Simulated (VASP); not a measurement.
# Ir (I4/mmm) in VASP: a series of runs, part 2 of 3

VASP 6.6.1. The steps go on from the part before.

### 3 Single point, PBE (biaxial strain in the a-b plane: -1.0 %, then relaxed in part)

Input file INCAR:

```
SYSTEM = Ir
PREC = Accurate ; ENCUT = 520
EDIFF = 1E-6 ; ISMEAR = 0
SIGMA = 0.1 ; LREAL = .False.
LASPH = .True. ; NELM = 100
ALGO = Fast ; ISIF = 2
LWAVE = .False. ; LCHARG = .False.
GGA = PE ; NBANDS = 16
```

Input file KPOINTS:

```
regular mesh
0
Gamma
  18 18 14
  0 0 0
```

Input file POSCAR:

```
Ir
1.0
    1.9159730469      1.9159730469      0.0000000000
   -1.9159730469      1.9159730469      0.0000000000
    0.0000000000      0.0000000000      3.9011782790
Ir
2
Direct
    0.0000000000      0.0000000000      0.0000000000
    0.5000000000      0.5000000000      0.5000000000
```

Potentials or basis: VASP PAW PBE potentials, release 64 (Ir).

On the command line:

```
> cat potpaw_PBE.64/Ir/POTCAR > POTCAR
> mpirun -np 1 vasp_std > vasp.out
```

OUTCAR:

```text
SYSTEM = Ir
   PREC = Accurate
   ENCUT = 520
   EDIFF = 1E-6
   ISMEAR = 0
   LREAL = .False.
   LASPH = .True.
   NELM = 100
   ISIF = 2
   GGA = PE

 ion  position               nearest neighbor table
   1  0.000  0.000  0.000-   2 2.73   2 2.73   2 2.73   2 2.73   2 2.73   2 2.73   2 2.73   2 2.73

   2  0.500  0.500  0.500-   1 2.73   1 2.73   1 2.73   1 2.73   1 2.73   1 2.73   1 2.73   1 2.73

  LATTYP: Found a simple tetragonal cell.
 ALAT       =     2.7095950681
 C/A-ratio  =     1.4397643120

  Lattice vectors:

 A1 = (   1.9159730469,   1.9159730469,   0.0000000000)
 A2 = (  -1.9159730469,   1.9159730469,   0.0000000000)
 A3 = (   0.0000000000,   0.0000000000,   3.9011782790)

Analysis of symmetry for initial positions (statically):
=====================================================================
 Subroutine PRICEL returns following result:

  LATTYP: Found a body centered tetragonal cell.
 ALAT       =     2.7095950681
 C/A-ratio  =     1.4397643120

  Lattice vectors:

 A1 = (   1.9159730469,   0.0000000000,  -1.9505891395)
 A2 = (  -1.9159730469,   0.0000000000,  -1.9505891395)
 A3 = (   0.0000000000,   1.9159730469,   1.9505891395)

   2 primitive cells build up your supercell.

 Routine SETGRP: Setting up the symmetry group for a
 simple tetragonal supercell.

 Subroutine GETGRP returns: Found 16 space group operations
 (whereof 16 operations were pure point group operations)
 out of a pool of 16 trial point group operations.

The static configuration has the point symmetry D_4h.

Analysis of symmetry for dynamics (positions and initial velocities):
=====================================================================
 Subroutine PRICEL returns following result:

  LATTYP: Found a body centered tetragonal cell.
 ALAT       =     2.7095950681
 C/A-ratio  =     1.4397643120

  Lattice vectors:

 A1 = (   1.9159730469,   0.0000000000,  -1.9505891395)
 A2 = (  -1.9159730469,   0.0000000000,  -1.9505891395)
 A3 = (   0.0000000000,   1.9159730469,   1.9505891395)

   2 primitive cells build up your supercell.

 Routine SETGRP: Setting up the symmetry group for a
 simple tetragonal supercell.

 Subroutine GETGRP returns: Found 16 space group operations
 (whereof 16 operations were pure point group operations)
 out of a pool of 16 trial point group operations.

The dynamic configuration has the point symmetry D_4h.

 Subroutine INISYM returns: Found 16 space group operations
 (whereof 16 operations are pure point group operations),
 and found     2 'primitive' translations

----------------------------------------------------------------------------------------

                                     Primitive cell

  volume of cell :      14.3210

  direct lattice vectors                    reciprocal lattice vectors
     1.915973047  0.000000000 -1.950589139     0.260964005  0.260964005 -0.256332812
    -1.915973047  0.000000000 -1.950589140    -0.260964005  0.260964005 -0.256332812
     0.000000000  1.915973047  1.950589140     0.000000000  0.521928010  0.000000000

  length of vectors
     2.734181908  2.734181908  2.734181908     0.449345006  0.449345006  0.521928010
[... 27 lines left out ...]
     0.000000000  0.000000000  0.000000000

 Subroutine IBZKPT returns following result:
 ===========================================

 Found    440 irreducible k-points:

 Following reciprocal coordinates:
            Coordinates               Weight
  0.000000  0.000000  0.000000      1.000000
  0.055556  0.000000  0.000000      4.000000
  0.111111  0.000000  0.000000      4.000000
  0.166667  0.000000  0.000000      4.000000
  0.222222  0.000000  0.000000      4.000000
  0.277778  0.000000  0.000000      4.000000
[... 16 lines left out ...]
  0.277778  0.111111  0.000000      8.000000
  0.333333  0.111111  0.000000      8.000000
 [... further k-points ...]
   k-points           NKPTS =    440   k-points in BZ     NKDIM =    440   number of bands    NBANDS=     16
   number of dos      NEDOS =    301   number of ions     NIONS =      2
   total plane-waves  NPLWV =  12000
   dimension x,y,z NGX =    20 NGY =   20 NGZ =   30
   dimension x,y,z NGXF=    40 NGYF=   40 NGZF=   60
   ions per type =               2
   NGX,Y,Z   is equivalent  to a cutoff of  12.27, 12.27, 12.78 a.u.
   NGXF,Y,Z  is equivalent  to a cutoff of  24.54, 24.54, 25.57 a.u.
 SYSTEM =  Ir
   PREC   = accura    normal or accurate (medium, high low for compatibility)
   ISTART =      0    job   : 0-new  1-cont  2-samecut
   ICHARG =      2    charge: 1-file 2-atom 10-const
   ISPIN  =      1    spin polarized calculation?
   LNONCOLLINEAR =      F non collinear calculations
   LSORBIT =      F    spin-orbit coupling
   LASPH  =      T    aspherical Exc in radial PAW
   ENCUT  =  520.0 eV  38.22 Ry    6.18 a.u.   5.04  5.04  7.25*2*pi/ulx,y,z
   NELM   =    100;   NELMIN=  2; NELMDL= -5     # of ELM steps
   EDIFF  = 0.1E-05   stopping-criterion for ELM
   LREAL  =      F    real-space projection
   EDIFFG = 0.1E-04   stopping-criterion for IOM
   NSW    =      0    number of steps for IOM
   IBRION =     -1    ionic relax: 0-MD 1-quasi-New 2-CG
   NFREE  =      0    steps in history (QN), initial steepest desc. (CG)
   ISIF   =      2    stress and relaxation
   ISYM   =      2    0-nonsym 1-usesym 2-fastsym
   POTIM  = 0.5000    time-step for ionic-motion
   TEBEG  =    0.0;   TEEND  =   0.0 temperature during run
   PSTRESS=    0.0 pullay stress
   NELECT =      18.0000    total number of electrons
   NUPDOWN=      -1.0000    fix difference up-down
   EMIN   =  10.00;   EMAX   =-10.00  energy-range for DOS
   EFERMI =   0.00;   METHOD = LEGACY
   ISMEAR =     0;   SIGMA  =   0.10  broadening in eV -4-tet -1-fermi 0-gaus
   EFERMI_NEDOS =   21; number of points for ismear=-14 and -15
   IALGO  =     68    algorithm
   IMIX   =      4    mixing-type and parameters
     AMIX     =   0.40;   BMIX     =  1.00
     AMIX_MAG =   1.60;   BMIX_MAG =  1.00
  volume/ion in A,a.u.               =      14.32        96.64
  Fermi-wavevector in a.u.,A,eV,Ry     =   1.402267  2.649901 26.753864  1.966354
  Thomas-Fermi vector in A             =   2.525046
   LORBIT       =      0    0 simple, 1 ext, 2 COOP (PROOUT), +10 PAW based schemes
   GGA     = PE    functional components
   LHFCALC =     F    Hartree Fock is set to
   AEXX    =    0.0000 exact exchange contribution
   IVDW    =     0    specifies the selected vdW correction
   LEPSILON=     F    determine dielectric tensor
   LRPA    =     F    only Hartree local field effects (RPA)
 non-spin polarized calculation
 RMM-DIIS sequential band-by-band and
 Gauss-broadening in eV      SIGMA  =   0.10
  energy-cutoff  :      520.00
  volume of cell :       28.64
 maximum number of plane-waves:       792
   NGX = 11   NGY = 11   NGZ = 15

 number of electron      17.9999997 magnetization

 Free energy of the ion-electron system (eV)
  ---------------------------------------------------
  ext. energy  EPLUGINS =         0.00000000
  ---------------------------------------------------
  free energy    TOTEN  =       -17.69284488 eV

  energy without entropy =      -17.68391239  energy(sigma->0) =      -17.68837863

 E-fermi :  10.1975     XC(G=0): -13.9155

 val. band max:       10.1973680860   @ k =   0.2222   0.1667   0.2857
 cond. band min:      10.2044895220   @ k =   0.4444   0.4444   0.0714
 fundamental gap:      0.0071214360
 Fermi energy:        10.1974554332

 k-point     1 :       0.0000    0.0000    0.0000
  band No.  band energies     occupation
      1      -0.7928      2.00000
      2       2.4058      2.00000
      3       2.9972      2.00000
      4       6.2259      2.00000
      5       6.4621      2.00000
      6       6.4621      2.00000
[... 433 lines left out ...]
      3       4.9355      2.00000
      4       4.9560      2.00000
      5       5.8179      2.00000
      6       6.5612      2.00000
[... 8 lines left out ...]
     15      25.0673      0.00000
     16      26.0100      0.00000

 [... further k-points ...]

------------------------ aborting loop because EDIFF is reached ----------------------------------------

  FORCE on cell =-STRESS in cart. coord.  units (eV):
  Direction    XX          YY          ZZ          XY          YZ          ZX
  --------------------------------------------------------------------------------------
  -------------------------------------------------------------------------------------
  Total        1.2913986      1.2913986      0.1048947      0.0000000      0.0000000      0.0000000
  in kB       72.2381016     72.2381016      5.8675854      0.0000000      0.0000000      0.0000000
  external PRESSURE =      50.1145962 kB  Pullay stress =       0.0000000 kB

 VOLUME and BASIS-vectors are now :
 -----------------------------------------------------------------------------
  energy-cutoff  :      520.00
  volume of cell :       28.64
      direct lattice vectors                 reciprocal lattice vectors
     1.915973047  1.915973047  0.000000000     0.260964005  0.260964005  0.000000000
    -1.915973047  1.915973047  0.000000000    -0.260964005  0.260964005  0.000000000
     0.000000000  0.000000000  3.901178279     0.000000000  0.000000000  0.256332812

 POSITION                                       TOTAL-FORCE (eV/Angst)
 -----------------------------------------------------------------------------------
      0.00000      0.00000      0.00000        -0.000000      0.000000      0.000000
      0.00000      1.91597      1.95059         0.000000     -0.000000      0.000000
 -----------------------------------------------------------------------------------
    total drift:                               -0.000000      0.000000      0.000000

  FREE ENERGIE OF THE ION-ELECTRON SYSTEM (eV)
  ---------------------------------------------------
  free  energy   TOTEN  =       -17.6928448775 eV

  energy  without entropy=      -17.6839123886  energy(sigma->0) =      -17.68837863
```

It took 71 s on 1 thread of Intel Xeon 6975P-C (Granite Rapids), shared host; peak memory 0.27 GiB.

What came out:

```yaml
Free_energy: -17.6928 eV
Pressure: 5.0 GPa
Band_gap_on_the_k_mesh: zero (bands 9 and 10 overlap by 3.34 eV)
```

Caveat: the cell differs from its parent crystal (biaxial strain in the a-b plane: -1.0 %, then relaxed in part); the cell stands under pressure; spin-orbit coupling is left out, which moves the levels of the heavy elements.

### 4 Single point, PBE (biaxial strain in the a-b plane: +1.0 %, then relaxed in part)

Input file INCAR:

```
PREC = Accurate
ENCUT = 520
EDIFF = 1E-6
ISMEAR = 0
SIGMA = 0.1
LREAL = False
LASPH = True
NELM = 60
ALGO = Fast
ISIF = 2
LWAVE = False
LCHARG = False
GGA = PE
NBANDS = 16
```

Input file KPOINTS:

```
Automatic mesh
0
Gamma
  18 18 14
```

Input file POSCAR:

```
Ir
1.0
    1.9546795731      1.9546795731      0.0000000000
   -1.9546795731      1.9546795731      0.0000000000
    0.0000000000      0.0000000000      3.8412684249
Ir
2
Direct
    0.0000000000      0.0000000000      0.0000000000
    0.5000000000      0.5000000000      0.5000000000
```

On the command line:

```
> cat potpaw_PBE.64/Ir/POTCAR > POTCAR
> mpirun -np 1 vasp_std > vasp.out
```

Run time: 71 s. Hardware: 1 thread of Intel Xeon 6975P-C (Granite Rapids), shared host; peak memory 0.29 GiB.

Results (log left out):

| Property | Result |
| --- | --- |
| Free energy | -17.6957 eV |
| Pressure | -3.6 GPa |
| Band gap on the k mesh | zero (bands 9 and 10 overlap by 3.31 eV) |

Stress tensor (GPa, compression positive):
```
-5.65  0.00  0.00
 0.00 -5.65  0.00
 0.00  0.00  0.44
```

Levels at points of the mesh, in eV from the Fermi level:
```csv
k point,band 5,band 6,band 7,band 8,band 9,band 10,band 11,band 12,band 13,band 14
"(0.00, 0.00, 0.00)",-3.74,-3.53,-1.28,-0.99,0.79,1.39,1.39,1.96,10.33,11.33
"(0.50, 0.00, 0.00)",-4.31,-4.31,-2.33,-2.33,-1.34,-1.34,2.58,2.58,11.59,11.59
"(0.50, 0.50, 0.00)",0.81,0.81,1.26,1.26,1.48,1.48,1.59,1.59,9.87,9.87
"(0.00, 0.00, 0.50)",-2.74,-2.74,-1.83,-1.83,-1.83,-1.83,-0.32,-0.32,17.68,17.68
"(0.50, 0.00, 0.50)",-3.65,-3.65,-0.66,-0.66,0.77,0.77,0.90,0.90,6.90,6.90
"(0.50, 0.50, 0.50)",-4.62,-4.62,-1.64,-1.64,1.27,1.27,7.68,7.68,8.86,8.86
```

Caveat: the cell differs from its parent crystal (biaxial strain in the a-b plane: +1.0 %, then relaxed in part); the cell stands under tension; spin-orbit coupling is left out, which moves the levels of the heavy elements.

(Part 2 of 3 ends here.)
